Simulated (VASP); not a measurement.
# Si2Mo (I4/mmm) in VASP: notebook

The runs below take Si2Mo through relaxation of shape and atoms at fixed volume, with r2SCAN+D4, r2SCAN.

Program: VASP 6.6.1. These are calculated values, not measurements. Logs are shortened: lines on timing, memory, paths and dates and some standing lists are left out, and cuts for length are marked.

### Step 1. The cell of the first run

The structure is tetragonal, space group I4/mmm (No. 139). Conventional cell: a = 3.191 Å, b = 3.191 Å, c = 7.800 Å, α = 90.00°, β = 90.00°, γ = 90.00°. Si (site symmetry 4mm) has 9 Si at 2.57 to 3.19 Å and 5 Mo at 2.60 to 2.62 Å within 3.4 Å. Within 3.4 Å of Mo (site symmetry 4/mmm) lie 10 Si at 2.60 to 2.62 Å and 4 Mo at 3.19 Å.

### Step 2. Relaxation of shape and atoms at fixed volume, r2SCAN+D4

The input, POSCAR:

```
Si2Mo
1.0
   -1.5957251545      1.5957251545      3.8997734224
    1.5957251545     -1.5957251545      3.8997734224
    1.5957251545      1.5957251545     -3.8997734224
Si Mo
2 1
Direct
    0.3353047421      0.3353047421      0.0000000000
    0.6646952579      0.6646952579      0.0000000000
    0.0000000000      0.0000000000      0.0000000000
```

The input, INCAR.step1:

```
SYSTEM = Si2Mo
ALGO = Normal
EDIFF = 1E-4
ENCUT = 600
GGA = PE
ISMEAR = 0
LASPH = .TRUE.
LCHARG = .FALSE.
LREAL = .FALSE.
LWAVE = .TRUE.
NELM = 100
PREC = Accurate
SIGMA = 0.05
```

The input, INCAR.step2:

```
SYSTEM = Si2Mo
ALGO = Normal
EDIFF = 1E-6
EDIFFG = -0.01
ENCUT = 600
IBRION = 2
ISIF = 4
ISMEAR = 0
ISTART = 1
IVDW = 13
LASPH = .TRUE.
LCHARG = .FALSE.
LMIXTAU = .TRUE.
LREAL = .FALSE.
LWAVE = .FALSE.
METAGGA = R2SCAN
NELM = 100
NSW = 60
PREC = Accurate
SIGMA = 0.05
VDW_A1 = 0.51559235
VDW_A2 = 5.77342911
VDW_S6 = 1.0
VDW_S8 = 0.6018749
```

The input, KPOINTS:

```
k-points
0
G
  10 10 10
  0 0 0
```

Potentials or basis: VASP PAW PBE potentials, release 64 (Si, Mo_sv).

Run with:

```bash
cat potpaw_PBE.64/Si/POTCAR potpaw_PBE.64/Mo_sv/POTCAR > POTCAR
cp INCAR.step1 INCAR
mpirun -np 1 vasp_std > vasp.out
cp INCAR.step2 INCAR
mpirun -np 1 vasp_std > vasp.out
```

OUTCAR:

```text
SYSTEM = Si2Mo
   EDIFF = 1E-6
   EDIFFG = -0.01
   ENCUT = 600
   IBRION = 2
   ISIF = 4
   ISMEAR = 0
   ISTART = 1
   IVDW = 13
   LASPH = .TRUE.
   LREAL = .FALSE.
   METAGGA = R2SCAN
   NELM = 100
   NSW = 60
   PREC = Accurate

 ion  position               nearest neighbor table
   1  0.335  0.335  0.000-   2 2.57   3 2.60   3 2.60   3 2.60   3 2.60   3 2.62   2 2.62   2 2.62
                             2 2.62   2 2.62
   2  0.665  0.665  0.000-   1 2.57   3 2.60   3 2.60   3 2.60   3 2.60   3 2.62   1 2.62   1 2.62
                             1 2.62   1 2.62
   3  0.000  0.000  0.000-   2 2.60   2 2.60   1 2.60   2 2.60   1 2.60   1 2.60   2 2.60   1 2.60
                             1 2.62   2 2.62

  LATTYP: Found a body centered tetragonal cell.
 ALAT       =     3.1914503090
 C/A-ratio  =     2.4438879160

  Lattice vectors:

 A1 = (  -1.5957251545,   1.5957251545,   3.8997734224)
 A2 = (   1.5957251545,  -1.5957251545,   3.8997734224)
 A3 = (   1.5957251545,   1.5957251545,  -3.8997734224)

Analysis of symmetry for initial positions (statically):
=====================================================================
 Subroutine PRICEL returns:
 Original cell was already a primitive cell.

 Routine SETGRP: Setting up the symmetry group for a
 body centered tetragonal supercell.

 Subroutine GETGRP returns: Found 16 space group operations
 (whereof 16 operations were pure point group operations)
 out of a pool of 16 trial point group operations.

The static configuration has the point symmetry D_4h.

Analysis of symmetry for dynamics (positions and initial velocities):
=====================================================================
 Subroutine PRICEL returns:
 Original cell was already a primitive cell.

 Routine SETGRP: Setting up the symmetry group for a
 body centered tetragonal supercell.

 Subroutine GETGRP returns: Found 16 space group operations
 (whereof 16 operations were pure point group operations)
 out of a pool of 16 trial point group operations.

The dynamic configuration has the point symmetry D_4h.

 Subroutine INISYM returns: Found 16 space group operations
 (whereof 16 operations are pure point group operations),
 and found     1 'primitive' translations

----------------------------------------------------------------------------------------

                                     Primitive cell

  volume of cell :      39.7206

  direct lattice vectors                    reciprocal lattice vectors
    -1.595725154  1.595725154  3.899773422     0.000000000  0.313337167  0.128212577
     1.595725154 -1.595725154  3.899773422     0.313337167  0.000000000  0.128212577
     1.595725154  1.595725154 -3.899773422     0.313337167  0.313337167  0.000000000

  length of vectors
     4.505653147  4.505653147  4.505653147     0.338553756  0.338553756  0.443125672

[... 84 lines left out ...]
   EDIFFG = -.1E-01   stopping-criterion for IOM
   NSW    =     60    number of steps for IOM
   IBRION =      2    ionic relax: 0-MD 1-quasi-New 2-CG
   NFREE  =      1    steps in history (QN), initial steepest desc. (CG)
   ISIF   =      4    stress and relaxation
   ISYM   =      2    0-nonsym 1-usesym 2-fastsym
   POTIM  = 0.5000    time-step for ionic-motion
   TEBEG  =    0.0;   TEEND  =   0.0 temperature during run
   PSTRESS=    0.0 pullay stress
   NELECT =      22.0000    total number of electrons
   NUPDOWN=      -1.0000    fix difference up-down
   EMIN   =  10.00;   EMAX   =-10.00  energy-range for DOS
   EFERMI =   0.00;   METHOD = LEGACY
   ISMEAR =     0;   SIGMA  =   0.05  broadening in eV -4-tet -1-fermi 0-gaus
   EFERMI_NEDOS =   21; number of points for ismear=-14 and -15
   IALGO  =     38    algorithm
   IMIX   =      4    mixing-type and parameters
     AMIX     =   0.40;   BMIX     =  1.00
     AMIX_MAG =   1.60;   BMIX_MAG =  1.00
  volume/ion in A,a.u.               =      13.24        89.35
  Fermi-wavevector in a.u.,A,eV,Ry     =   1.344448  2.540638 24.593065  1.807539
  Thomas-Fermi vector in A             =   2.472440
   LORBIT       =      0    0 simple, 1 ext, 2 COOP (PROOUT), +10 PAW based schemes
   METAGGA = R2SCAN    functional components
   LHFCALC =     F    Hartree Fock is set to
   AEXX    =    0.0000 exact exchange contribution
   IVDW    =    13    specifies the selected vdW correction
   LEPSILON=     F    determine dielectric tensor
   LRPA    =     F    only Hartree local field effects (RPA)
 conjugate gradient relaxation of ions
 non-spin polarized calculation
 Gauss-broadening in eV      SIGMA  =   0.05
  energy-cutoff  :      600.00
  volume of cell :       39.72
 maximum number of plane-waves:      1342
   NGX = 17   NGY = 17   NGZ = 17

--------------------------------------- Ionic step        1  -------------------------------------------

 number of electron      22.0000000 magnetization

 Free energy of the ion-electron system (eV)
  ---------------------------------------------------
  ext. energy  EPLUGINS =         0.00000000
  ---------------------------------------------------
  free energy    TOTEN  =       -45.01170400 eV

  energy without entropy =      -45.01133978  energy(sigma->0) =      -45.01152189

------------------------ aborting loop because EDIFF is reached ----------------------------------------

  DFT-D4 for vdW energy calculation

  Edisp (eV):   -0.57992
[... 73 lines left out ...]
--------------------------------------- Ionic step        3  -------------------------------------------

 number of electron      22.0000000 magnetization

 Free energy of the ion-electron system (eV)
  ---------------------------------------------------
  ext. energy  EPLUGINS =         0.00000000
  ---------------------------------------------------
  free energy    TOTEN  =       -45.01172617 eV

  energy without entropy =      -45.01136789  energy(sigma->0) =      -45.01154703

 E-fermi :  12.3342     XC(G=0): -13.4525

 val. band max:       12.3223354268   @ k =  -0.4000   0.5000   0.4000
 cond. band min:      12.5603515697   @ k =   0.5000   0.5000   0.3000
 fundamental gap:      0.2380161429
 Fermi energy:        12.3342371918

 k-point     1 :       0.0000    0.0000    0.0000
  band No.  band energies     occupation
      1     -50.1589      2.00000
      2     -23.6108      2.00000
      3     -23.5125      2.00000
      4     -23.5125      2.00000
      5      -1.8328      2.00000
      6       5.5979      2.00000
      7       8.9879      2.00000
      8       9.2805      2.00000
      9       9.6006      2.00000
     10       9.6006      2.00000
     11      12.7916      0.00000
     12      15.8048      0.00000
     13      15.9660      0.00000
     14      16.1303      0.00000
[... 401 lines left out ...]
      2     -23.7466      2.00000
      3     -23.6673      2.00000
      4     -23.5718      2.00000
      5       2.4984      2.00000
      6       3.6322      2.00000
      7       6.2826      2.00000
      8       8.2739      2.00000
      9       9.2576      2.00000
     10       9.9963      2.00000
     11      10.3910      2.00000
     12      13.1897      0.00000
     13      14.1707      0.00000
     14      16.0913      0.00000
     15      17.7556      0.00000

 [... further k-points ...]

------------------------ aborting loop because EDIFF is reached ----------------------------------------

  DFT-D4 for vdW energy calculation

  Edisp (eV):   -0.57992
[... 26 lines left out ...]
  FREE ENERGIE OF THE ION-ELECTRON SYSTEM (eV)
  ---------------------------------------------------
  free  energy   TOTEN  =       -45.5916460388 eV

  energy  without entropy=      -45.5912877548  energy(sigma->0) =      -45.59146690

 reached required accuracy - stopping structural energy minimisation
```

OUTCAR.step1:

```text
SYSTEM = Si2Mo
   EDIFF = 1E-4
   ENCUT = 600
   GGA = PE
   ISMEAR = 0
[... 661 lines left out ...]
      0.00000      0.00000      2.61523        -0.000000     -0.000000     -0.062974
      0.00000      0.00000      5.18432         0.000000      0.000000      0.062974
      0.00000      0.00000      0.00000        -0.000000     -0.000000     -0.000000
 -----------------------------------------------------------------------------------
    total drift:                                0.000000      0.000000     -0.000000

  FREE ENERGIE OF THE ION-ELECTRON SYSTEM (eV)
  ---------------------------------------------------
  free  energy   TOTEN  =       -23.2422668744 eV

  energy  without entropy=      -23.2418222742  energy(sigma->0) =      -23.24204457
```

OSZICAR.step1:

```text
N       E                     dE             d eps       ncg     rms          rms(c)
DAV:   1     0.136350884300E+03    0.13635E+03   -0.12469E+04  3060   0.156E+03
DAV:   2    -0.207626182714E+02   -0.15711E+03   -0.15465E+03  3760   0.361E+02
DAV:   3    -0.241145344669E+02   -0.33519E+01   -0.32853E+01  4075   0.472E+01
DAV:   4    -0.241303384492E+02   -0.15804E-01   -0.15802E-01  3501   0.390E+00
DAV:   5    -0.241304744091E+02   -0.13596E-03   -0.13596E-03  4096   0.338E-01    0.222E+01
DAV:   6    -0.233949111538E+02    0.73556E+00   -0.71384E+00  3529   0.185E+01    0.495E+00
DAV:   7    -0.232750672560E+02    0.11984E+00   -0.10251E+00  3474   0.656E+00    0.462E+00
DAV:   8    -0.232428518634E+02    0.32215E-01   -0.10662E-01  3697   0.279E+00    0.431E-01
DAV:   9    -0.232423056681E+02    0.54620E-03   -0.21973E-03  3767   0.416E-01    0.234E-01
DAV:  10    -0.232422668744E+02    0.38794E-04   -0.61939E-04  3536   0.234E-01
   1 F= -.23242267E+02 E0= -.23242045E+02  d E =-.444600E-03
```

Wall time 22 min (1 thread of Oxide Virtual Turin-like, shared host); peak memory 0.24 GiB.

What came out:

```
Free energy                : -45.5916 eV
Energy gained by relaxing  : 0.0 meV/atom
Ionic steps                : 3
Pressure after relaxing    : 0.4 GPa
Band gap on the k mesh     : zero (band 11 reaches 12.89 eV, above the bottom of band 12 at 11.87 eV)
Dispersion energy per atom : -0.193 eV
```

Final structure:
```yaml
crystal:
  lattice:
    - [-1.59614, 1.59614, 3.89776]
    - [1.59614, -1.59614, 3.89776]
    - [1.59614, 1.59614, -3.89776]
  atoms:
    - { symbol: Si, position: [0.33531, 0.33531, 0.00000] }
    - { symbol: Si, position: [0.66469, 0.66469, 0.00000] }
    - { symbol: Mo, position: [0.00000, 0.00000, 0.00000] }
```

Levels at points of the mesh, in eV from the Fermi level:
```csv
k point,band 9,band 10,band 11,band 12,band 13,band 14
"(0.00, 0.00, 0.00)",-2.73,-2.73,0.46,3.47,3.63,3.80
"(0.50, 0.00, 0.00)",-2.71,-2.59,-0.46,2.66,3.39,4.60
"(0.50, 0.50, 0.00)",-4.65,-3.18,-1.29,2.74,3.17,3.58
"(0.50, 0.50, 0.50)",-0.51,-0.51,-0.46,-0.46,0.61,5.30
```

Caveat: the PAW data sets were made with another functional, which shifts forces and pressure a little; pairwise dispersion overbinds metals, which lowers pressure and volume.

### Step 3. Relaxation of shape and atoms at fixed volume, r2SCAN

This run uses another cell than the first one, of 13.36 Å³/atom, 1.009 times its volume.

The input, POSCAR:

```
Si2Mo
1.0
   -1.6009752300      1.6009752300      3.9093961269
    1.6009752300     -1.6009752300      3.9093961269
    1.6009752300      1.6009752300     -3.9093961269
Si Mo
2 1
Direct
    0.3354765380      0.3354765380      0.0000000000
    0.6645234620      0.6645234620      0.0000000000
    0.0000000000      0.0000000000      0.0000000000
```

The input, INCAR.step1:

```
  PREC = Accurate
  ENCUT = 600
  ISMEAR = 0
  SIGMA = 0.05
  LREAL = F
  LASPH = T
  NELM = 80
  GGA = PE
  ALGO = Normal
  EDIFF = 1E-4
  LWAVE = T
  LCHARG = F
```

The input, INCAR.step2:

```
  PREC = Accurate
  ENCUT = 600
  EDIFF = 1E-6
  ISMEAR = 0
  SIGMA = 0.05
  LREAL = F
  LASPH = T
  NELM = 80
  ALGO = Normal
  ISIF = 4
  LWAVE = F
  LCHARG = F
  METAGGA = R2SCAN
  LMIXTAU = T
  IBRION = 2
  NSW = 60
  EDIFFG = -0.01
  ISTART = 1
```

The input, KPOINTS:

```
Automatic mesh
0
Gamma
  10 10 10
```

Potentials or basis: VASP PAW PBE potentials, release 64 (Si, Mo_sv).

Run with:

```bash
cat potpaw_PBE.64/Si/POTCAR potpaw_PBE.64/Mo_sv/POTCAR > POTCAR
cp INCAR.step1 INCAR
mpirun -np 1 vasp_std > vasp.out
cp INCAR.step2 INCAR
mpirun -np 1 vasp_std > vasp.out
```

Wall time 20 min (1 thread of Oxide Virtual Turin-like, shared host); peak memory 0.24 GiB.

The run converged. Its results:

```yaml
Free_energy: -45.0149 eV
Energy_gained_by_relaxing: 0.0 meV/atom
Ionic_steps: 2
Pressure_after_relaxing: 0.4 GPa
Band_gap_on_the_k_mesh: zero (band 11 reaches 12.74 eV, above the bottom of band 12 at 11.73 eV)
```

Stress tensor (GPa, compression positive):
```
0.34 0.00 0.00
0.00 0.34 0.00
0.00 0.00 0.50
```

Final structure:
```
Si Mo
1.0
    -1.60149    1.60149    3.90687
     1.60149   -1.60149    3.90687
     1.60149    1.60149   -3.90687
Si Mo
2 1
Direct
  0.33545 0.33545 0.00000
  0.66455 0.66455 0.00000
  0.00000 0.00000 0.00000
```

Levels at points of the mesh, in eV from the Fermi level:
```tsv
k point	band 7	band 8	band 9	band 10	band 11	band 12	band 13	band 14	band 15
(0.00, 0.00, 0.00)	-3.34	-3.01	-2.71	-2.71	0.45	3.52	3.57	3.75	3.75
(0.50, 0.00, 0.00)	-5.11	-4.72	-2.69	-2.55	-0.45	2.63	3.37	4.58	4.59
(0.50, 0.50, 0.00)	-5.92	-5.26	-4.61	-3.14	-1.30	2.70	3.13	3.56	3.72
(0.50, 0.50, 0.50)	-3.53	-2.15	-0.50	-0.50	-0.47	-0.47	0.59	5.29	5.90
```

Caveat: the PAW data sets were made with another functional, which shifts forces and pressure a little.
